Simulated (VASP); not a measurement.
# Ir (Pm-3m) in VASP: a series of runs, part 2 of 2

VASP 6.6.1. Earlier steps stand in the parts before.

## (3) Single point, r2SCAN, collinear spin (14.64 Å³/atom)

This run uses another cell than the first one, of 14.64 Å³/atom.

POSCAR

```
Ir
1.0
    2.4463381362      0.0000000000      0.0000000000
    0.0000000000      2.4463381362      0.0000000000
    0.0000000000      0.0000000000      2.4463381362
Ir
1
Direct
    0.0000000000      0.0000000000      0.0000000000
```

INCAR.step1

```
SYSTEM = Ir
ALGO     = Normal         ! electronic algorithm
EDIFF    = 1E-4           ! SCF threshold, eV
ENCUT    = 520            ! plane-wave cutoff, eV
GGA      = PE             ! functional
ISMEAR   = -1             ! smearing method
ISPIN    = 2              ! spin polarisation
LASPH    = .True.         ! aspherical terms in the spheres
LCHARG   = .False.        ! write CHGCAR
LMAXMIX  = 4              ! l up to which the mixer works
LREAL    = .False.        ! projectors in reciprocal space
LWAVE    = .True.         ! write WAVECAR
MAGMOM   = 1              ! initial moments
NBANDS   = 14             ! bands
NELM     = 150            ! most SCF steps
PREC     = Accurate       ! precision mode
SIGMA    = 0.05           ! smearing width, eV
```

INCAR.step2

```
SYSTEM = Ir
ALGO     = Normal         ! electronic algorithm
EDIFF    = 1E-6           ! SCF threshold, eV
ENCUT    = 520            ! plane-wave cutoff, eV
ISIF     = 2              ! what is computed and relaxed
ISMEAR   = -1             ! smearing method
ISPIN    = 2              ! spin polarisation
ISTART   = 1            
LASPH    = .True.         ! aspherical terms in the spheres
LCHARG   = .True.         ! write CHGCAR
LELF     = .True.         ! ELF
LMAXMIX  = 4              ! l up to which the mixer works
LMIXTAU  = .True.       
LORBIT   = 11             ! projections on sites
LREAL    = .False.        ! projectors in reciprocal space
LVHAR    = .True.       
LWAVE    = .False.        ! write WAVECAR
MAGMOM   = 1              ! initial moments
METAGGA  = R2SCAN         ! meta-GGA
NBANDS   = 14             ! bands
NELM     = 150            ! most SCF steps
PREC     = Accurate       ! precision mode
SIGMA    = 0.05           ! smearing width, eV
```

KPOINTS

```
k-points
0
Gamma
  14 14 14
  0 0 0
```

Potentials or basis: VASP PAW PBE potentials, release 64 (Ir).

Started as:

```sh
$ cat potpaw_PBE.64/Ir/POTCAR > POTCAR
$ cp INCAR.step1 INCAR
$ mpirun -np 1 vasp_std > vasp.out
$ cp INCAR.step2 INCAR
$ mpirun -np 1 vasp_std > vasp.out
```

OUTCAR:

```text
SYSTEM = Ir
   EDIFF = 1E-6
   ENCUT = 520
   ISIF = 2
   ISMEAR = -1
   ISPIN = 2
   ISTART = 1
   LASPH = .True.
   LORBIT = 11
   LREAL = .False.
   METAGGA = R2SCAN
   NELM = 150
   PREC = Accurate

 ion  position               nearest neighbor table
   1  0.000  0.000  0.000-

  LATTYP: Found a simple cubic cell.
 ALAT       =     2.4463381362

  Lattice vectors:

 A1 = (   2.4463381362,   0.0000000000,   0.0000000000)
 A2 = (   0.0000000000,   2.4463381362,   0.0000000000)
 A3 = (   0.0000000000,   0.0000000000,   2.4463381362)

Analysis of symmetry for initial positions (statically):
=====================================================================
 Subroutine PRICEL returns:
 Original cell was already a primitive cell.

 Routine SETGRP: Setting up the symmetry group for a
 simple cubic supercell.

 Subroutine GETGRP returns: Found 48 space group operations
 (whereof 48 operations were pure point group operations)
 out of a pool of 48 trial point group operations.

The static configuration has the point symmetry O_h .

Analysis of symmetry for dynamics (positions and initial velocities):
=====================================================================
 Subroutine PRICEL returns:
 Original cell was already a primitive cell.

 Routine SETGRP: Setting up the symmetry group for a
 simple cubic supercell.

 Subroutine GETGRP returns: Found 48 space group operations
 (whereof 48 operations were pure point group operations)
 out of a pool of 48 trial point group operations.

The dynamic configuration has the point symmetry O_h .

Analysis of structural, dynamic, and magnetic symmetry:
=====================================================================
 Subroutine PRICEL returns:
 Original cell was already a primitive cell.

 Routine SETGRP: Setting up the symmetry group for a
 simple cubic supercell.

 Subroutine GETGRP returns: Found 48 space group operations
 (whereof 48 operations were pure point group operations)
 out of a pool of 48 trial point group operations.
[... 152 lines left out ...]
 fundamental gap:      0.0554065220
 Fermi energy:         9.5273838725

 spin component 1

 k-point     1 :       0.0000    0.0000    0.0000
  band No.  band energies     occupation
      1      -1.2338      1.00000
      2       1.9156      1.00000
      3       1.9156      1.00000
      4      11.2355      0.00000
      5      11.2355      0.00000
      6      11.2355      0.00000
      7      26.9424      0.00000
      8      26.9424      0.00000
      9      26.9424      0.00000
     10      34.3426      0.00000
     11      36.8571      0.00000
     12      36.8571      0.00000
     13      41.0727      0.00000
     14      41.0727      0.00000
[... 379 lines left out ...]
      3       5.6097      1.00000
      4       8.3866      1.00000
      5       9.2326      0.99726
      6      10.0384      0.00004
      7      19.3772      0.00000
      8      26.1020      0.00000
      9      29.7919      0.00000
     10      35.1075      0.00000
     11      35.6580      0.00000
     12      41.2010      0.00000
     13      41.3356      0.00000
     14      42.3429      0.00000

 [... further k-points ...]

 spin component 2

 k-point     1 :       0.0000    0.0000    0.0000
  band No.  band energies     occupation
      1      -1.2338      1.00000
      2       1.9156      1.00000
      3       1.9156      1.00000
      4      11.2355      0.00000
      5      11.2355      0.00000
      6      11.2355      0.00000
      7      26.9424      0.00000
      8      26.9424      0.00000
      9      26.9424      0.00000
     10      34.3426      0.00000
     11      36.8571      0.00000
     12      36.8571      0.00000
     13      41.0727      0.00000
     14      41.0727      0.00000
[... 379 lines left out ...]
      3       5.6097      1.00000
      4       8.3866      1.00000
      5       9.2326      0.99726
      6      10.0384      0.00004
      7      19.3772      0.00000
      8      26.1020      0.00000
      9      29.7919      0.00000
     10      35.1075      0.00000
     11      35.6580      0.00000
     12      41.2010      0.00000
     13      41.3356      0.00000
     14      42.3429      0.00000

 [... further k-points ...]
[... 5 lines left out ...]
  --------------------------------------------------------------------------------------
  -------------------------------------------------------------------------------------
  Total        4.4442996      4.4442996      4.4442996      0.0000000     -0.0000000     -0.0000000
  in kB      486.3673944    486.3673944    486.3673944      0.0000000     -0.0000000     -0.0000000
  external PRESSURE =     486.3673944 kB  Pullay stress =       0.0000000 kB

 VOLUME and BASIS-vectors are now :
 -----------------------------------------------------------------------------
  energy-cutoff  :      520.00
  volume of cell :       14.64
      direct lattice vectors                 reciprocal lattice vectors
     2.446338136  0.000000000  0.000000000     0.408774235  0.000000000  0.000000000
     0.000000000  2.446338136  0.000000000     0.000000000  0.408774235  0.000000000
     0.000000000  0.000000000  2.446338136     0.000000000  0.000000000  0.408774235

 POSITION                                       TOTAL-FORCE (eV/Angst)
 -----------------------------------------------------------------------------------
      0.00000      0.00000      0.00000         0.000000      0.000000      0.000000
 -----------------------------------------------------------------------------------
    total drift:                               -0.000000      0.000000      0.000000

  FREE ENERGIE OF THE ION-ELECTRON SYSTEM (eV)
  ---------------------------------------------------
  free  energy   TOTEN  =       -51.0865094527 eV

  energy  without entropy=      -51.0792342099  energy(sigma->0) =      -51.08287183

 total charge

# of ion       s       p       d       tot
------------------------------------------
    1        0.815   0.654   7.260   8.729

 magnetization (x)

# of ion       s       p       d       tot
------------------------------------------
    1       -0.000  -0.000   0.000   0.000
```

OUTCAR.step1:

```text
SYSTEM = Ir
   EDIFF = 1E-4
   ENCUT = 520
   GGA = PE
   ISMEAR = -1
   ISPIN = 2
   LASPH = .True.
[... 1054 lines left out ...]
 -----------------------------------------------------------------------------------
      0.00000      0.00000      0.00000         0.000000      0.000000      0.000000
 -----------------------------------------------------------------------------------
    total drift:                                0.000000      0.000000      0.000000

  FREE ENERGIE OF THE ION-ELECTRON SYSTEM (eV)
  ---------------------------------------------------
  free  energy   TOTEN  =        -7.5381765610 eV

  energy  without entropy=       -7.5297676342  energy(sigma->0) =       -7.53397210
```

OSZICAR.step1:

```text
N       E                     dE             d eps       ncg     rms          rms(c)
DAV:   1     0.514315719586E+02    0.51432E+02   -0.43852E+03  6758   0.625E+02
DAV:   2    -0.655755185320E+01   -0.57989E+02   -0.54327E+02  7686   0.167E+02
DAV:   3    -0.777479681864E+01   -0.12172E+01   -0.12119E+01  9006   0.260E+01
DAV:   4    -0.778367749445E+01   -0.88807E-02   -0.88785E-02  8552   0.215E+00
DAV:   5    -0.778380451495E+01   -0.12702E-03   -0.12701E-03  8862   0.238E-01    0.167E+01
DAV:   6    -0.760082509957E+01    0.18298E+00   -0.36515E-01  9240   0.561E+00    0.797E+00
DAV:   7    -0.753987909199E+01    0.60946E-01   -0.14031E-01  9566   0.296E+00    0.312E+00
DAV:   8    -0.754026789110E+01   -0.38880E-03   -0.40801E-03  8388   0.492E-01    0.112E+00
DAV:   9    -0.753789500761E+01    0.23729E-02   -0.35733E-03  9024   0.582E-01    0.191E-01
DAV:  10    -0.753817212251E+01   -0.27711E-03   -0.36675E-04  8418   0.128E-01    0.471E-02
DAV:  11    -0.753817656102E+01   -0.44385E-05   -0.92821E-06  6540   0.254E-02
   1 F= -.75381766E+01 E0= -.75339721E+01  d E =-.840893E-02  mag=    -0.0010
```

Run time: 54 s. Hardware: 1 thread of Intel Xeon 6975P-C (Granite Rapids), shared host; peak memory 0.15 GiB.

Results:

```
Free energy                                           : -51.0865 eV
Pressure                                              : 48.6 GPa
Net moment                                            : 0.00 μB per cell
Valence electrons inside the program's atomic spheres : Ir 8.73
```

Caveat: the cell stands under pressure; the PAW data sets were made with another functional, which shifts forces and pressure a little; spin-orbit coupling is left out, which moves the levels of the heavy elements.

## (4) Single point, r2SCAN, collinear spin (15.31 Å³/atom)

This run uses another cell than the first one, of 15.31 Å³/atom.

POSCAR

```
Ir
1.0
    2.4828560295      0.0000000000      0.0000000000
    0.0000000000      2.4828560295      0.0000000000
    0.0000000000      0.0000000000      2.4828560295
Ir
1
Direct
    0.0000000000      0.0000000000      0.0000000000
```

INCAR.step1

```
SYSTEM = Ir
  PREC = Accurate
  ENCUT = 520
  ISMEAR = -1
  SIGMA = 0.05
  LREAL = .FALSE.
  LASPH = .TRUE.
  NELM = 150
  ISPIN = 2
  MAGMOM = 1
  LMAXMIX = 4
  NBANDS = 14
  GGA = PE
  ALGO = Normal
  EDIFF = 1E-4
  LWAVE = .TRUE.
  LCHARG = .FALSE.
```

INCAR.step2

```
SYSTEM = Ir
  PREC = Accurate
  ENCUT = 520
  EDIFF = 1E-6
  ISMEAR = -1
  SIGMA = 0.05
  LREAL = .FALSE.
  LASPH = .TRUE.
  NELM = 150
  ALGO = Normal
  ISIF = 2
  LWAVE = .FALSE.
  LCHARG = .FALSE.
  ISPIN = 2
  MAGMOM = 1
  LORBIT = 11
  LMAXMIX = 4
  METAGGA = R2SCAN
  LMIXTAU = .TRUE.
  NBANDS = 14
  ISTART = 1
```

KPOINTS

```
Automatic mesh
0
G
  14 14 14
  0 0 0
```

Potentials or basis: VASP PAW PBE potentials, release 64 (Ir).

Started as:

```sh
$ cat potpaw_PBE.64/Ir/POTCAR > POTCAR
$ cp INCAR.step1 INCAR
$ mpirun -np 1 vasp_std > vasp.out
$ cp INCAR.step2 INCAR
$ mpirun -np 1 vasp_std > vasp.out
```

OUTCAR:

```text
SYSTEM = Ir
   PREC = Accurate
   ENCUT = 520
   EDIFF = 1E-6
   ISMEAR = -1
   LREAL = .FALSE.
   LASPH = .TRUE.
   NELM = 150
   ISIF = 2
   ISPIN = 2
   LORBIT = 11
   METAGGA = R2SCAN
   ISTART = 1

 ion  position               nearest neighbor table
   1  0.000  0.000  0.000-

  LATTYP: Found a simple cubic cell.
 ALAT       =     2.4828560295

  Lattice vectors:

 A1 = (   2.4828560295,   0.0000000000,   0.0000000000)
 A2 = (   0.0000000000,   2.4828560295,   0.0000000000)
 A3 = (   0.0000000000,   0.0000000000,   2.4828560295)

Analysis of symmetry for initial positions (statically):
=====================================================================
 Subroutine PRICEL returns:
 Original cell was already a primitive cell.

 Routine SETGRP: Setting up the symmetry group for a
 simple cubic supercell.

 Subroutine GETGRP returns: Found 48 space group operations
 (whereof 48 operations were pure point group operations)
 out of a pool of 48 trial point group operations.

The static configuration has the point symmetry O_h .

Analysis of symmetry for dynamics (positions and initial velocities):
=====================================================================
 Subroutine PRICEL returns:
 Original cell was already a primitive cell.

 Routine SETGRP: Setting up the symmetry group for a
 simple cubic supercell.

 Subroutine GETGRP returns: Found 48 space group operations
 (whereof 48 operations were pure point group operations)
 out of a pool of 48 trial point group operations.

The dynamic configuration has the point symmetry O_h .

Analysis of structural, dynamic, and magnetic symmetry:
=====================================================================
 Subroutine PRICEL returns:
 Original cell was already a primitive cell.

 Routine SETGRP: Setting up the symmetry group for a
 simple cubic supercell.

 Subroutine GETGRP returns: Found 48 space group operations
 (whereof 48 operations were pure point group operations)
 out of a pool of 48 trial point group operations.

The overall configuration has the point symmetry O_h .

[... 151 lines left out ...]

 spin component 1

 k-point     1 :       0.0000    0.0000    0.0000
  band No.  band energies     occupation
      1      -1.5186      1.00000
      2       1.6467      1.00000
      3       1.6467      1.00000
      4      10.3823      0.00000
      5      10.3823      0.00000
      6      10.3823      0.00000
      7      25.8992      0.00000
      8      25.8992      0.00000
      9      25.8992      0.00000
     10      33.0223      0.00000
     11      35.5613      0.00000
     12      35.5613      0.00000
     13      39.8974      0.00000
     14      39.8974      0.00000
[... 379 lines left out ...]
      3       5.1073      1.00000
      4       7.7445      1.00000
      5       8.5275      0.99606
      6       9.2768      0.00008
      7      18.3313      0.00000
      8      24.9805      0.00000
      9      28.8331      0.00000
     10      33.7295      0.00000
     11      34.2963      0.00000
     12      39.9403      0.00000
     13      40.0127      0.00000
     14      41.0834      0.00000

 [... further k-points ...]

 spin component 2

 k-point     1 :       0.0000    0.0000    0.0000
  band No.  band energies     occupation
      1      -1.5186      1.00000
      2       1.6467      1.00000
      3       1.6467      1.00000
      4      10.3823      0.00000
      5      10.3823      0.00000
      6      10.3823      0.00000
      7      25.8992      0.00000
      8      25.8992      0.00000
      9      25.8992      0.00000
     10      33.0223      0.00000
     11      35.5613      0.00000
     12      35.5613      0.00000
     13      39.8974      0.00000
     14      39.8974      0.00000
[... 379 lines left out ...]
      3       5.1073      1.00000
      4       7.7445      1.00000
      5       8.5275      0.99606
      6       9.2768      0.00008
      7      18.3313      0.00000
      8      24.9805      0.00000
      9      28.8331      0.00000
     10      33.7295      0.00000
     11      34.2963      0.00000
     12      39.9403      0.00000
     13      40.0127      0.00000
     14      41.0834      0.00000

 [... further k-points ...]
[... 5 lines left out ...]
  --------------------------------------------------------------------------------------
  -------------------------------------------------------------------------------------
  Total        2.7620382      2.7620382      2.7620382      0.0000000     -0.0000000      0.0000000
  in kB      289.1250032    289.1250032    289.1250032      0.0000000     -0.0000000      0.0000000
  external PRESSURE =     289.1250032 kB  Pullay stress =       0.0000000 kB

 VOLUME and BASIS-vectors are now :
 -----------------------------------------------------------------------------
  energy-cutoff  :      520.00
  volume of cell :       15.31
      direct lattice vectors                 reciprocal lattice vectors
     2.482856030  0.000000000  0.000000000     0.402761976  0.000000000  0.000000000
     0.000000000  2.482856030  0.000000000     0.000000000  0.402761976  0.000000000
     0.000000000  0.000000000  2.482856030     0.000000000  0.000000000  0.402761976

 POSITION                                       TOTAL-FORCE (eV/Angst)
 -----------------------------------------------------------------------------------
      0.00000      0.00000      0.00000         0.000000      0.000000      0.000000
 -----------------------------------------------------------------------------------
    total drift:                                0.000000      0.000000      0.000000

  FREE ENERGIE OF THE ION-ELECTRON SYSTEM (eV)
  ---------------------------------------------------
  free  energy   TOTEN  =       -51.2460380371 eV

  energy  without entropy=      -51.2380924710  energy(sigma->0) =      -51.24206525

 total charge

# of ion       s       p       d       tot
------------------------------------------
    1        0.789   0.608   7.181   8.578

 magnetization (x)

# of ion       s       p       d       tot
------------------------------------------
    1       -0.000  -0.000   0.000   0.000
```

OUTCAR.step1:

```text
SYSTEM = Ir
   PREC = Accurate
   ENCUT = 520
   ISMEAR = -1
   LREAL = .FALSE.
   LASPH = .TRUE.
[... 1055 lines left out ...]
 -----------------------------------------------------------------------------------
      0.00000      0.00000      0.00000         0.000000      0.000000      0.000000
 -----------------------------------------------------------------------------------
    total drift:                               -0.000000      0.000000      0.000000

  FREE ENERGIE OF THE ION-ELECTRON SYSTEM (eV)
  ---------------------------------------------------
  free  energy   TOTEN  =        -7.7161237610 eV

  energy  without entropy=       -7.7071342559  energy(sigma->0) =       -7.71162901
```

It took 53 s on 1 thread of Intel Xeon 6975P-C (Granite Rapids), shared host; peak memory 0.15 GiB.

Results:

```yaml
Free_energy: -51.2460 eV
Pressure: 28.9 GPa
Net_moment: 0.00 μB per cell
Valence_electrons_inside_the_program's_atomic_spheres: Ir 8.58
```

Levels at points of the mesh, in eV from the Fermi level:
Spin up:
```csv
k point,band 2,band 3,band 4,band 5,band 6,band 7
"(0.00, 0.00, 0.00)",-7.16,-7.16,1.58,1.58,1.58,17.10
"(0.50, 0.00, 0.00)",-6.29,-1.80,-1.80,-1.10,1.92,7.10
"(0.50, 0.50, 0.00)",-5.53,-1.16,-1.16,4.09,4.99,4.99
"(0.50, 0.50, 0.50)",-6.27,-6.27,4.33,4.33,9.75,12.27
```
Spin down:
```
           k point  band 2  band 3  band 4  band 5  band 6  band 7
(0.00, 0.00, 0.00)   -7.16   -7.16    1.58    1.58    1.58   17.10
(0.50, 0.00, 0.00)   -6.29   -1.80   -1.80   -1.10    1.92    7.10
(0.50, 0.50, 0.00)   -5.53   -1.16   -1.16    4.09    4.99    4.99
(0.50, 0.50, 0.50)   -6.27   -6.27    4.33    4.33    9.75   12.27
```

Caveat: the cell stands under pressure; the PAW data sets were made with another functional, which shifts forces and pressure a little; spin-orbit coupling is left out, which moves the levels of the heavy elements.

## (5) The runs side by side

```tsv
cell	k mesh	gap on the mesh (eV)	pressure (GPa)	moment (μB)
a = 2.553 Å, 1 atom	13 × 13 × 13	none	1.6	0.00
a = 2.446 Å, 1 atom	14 × 14 × 14	none	48.6	0.00
a = 2.483 Å, 1 atom	14 × 14 × 14	none	28.9	0.00
```

Alike in all rows: task single point; level r2SCAN; potentials or basis VASP PAW PBE potentials, release 64 (Ir); spin collinear; cutoff (eV) 520; smearing fermi-dirac 0.05 eV.

Caveats: the PAW data sets were made with another functional, which shifts forces and pressure a little; spin-orbit coupling is left out, which moves the levels of the heavy elements; the cell stands under pressure (at least some runs).

Absolute energies hang on the potentials; compare differences alone.
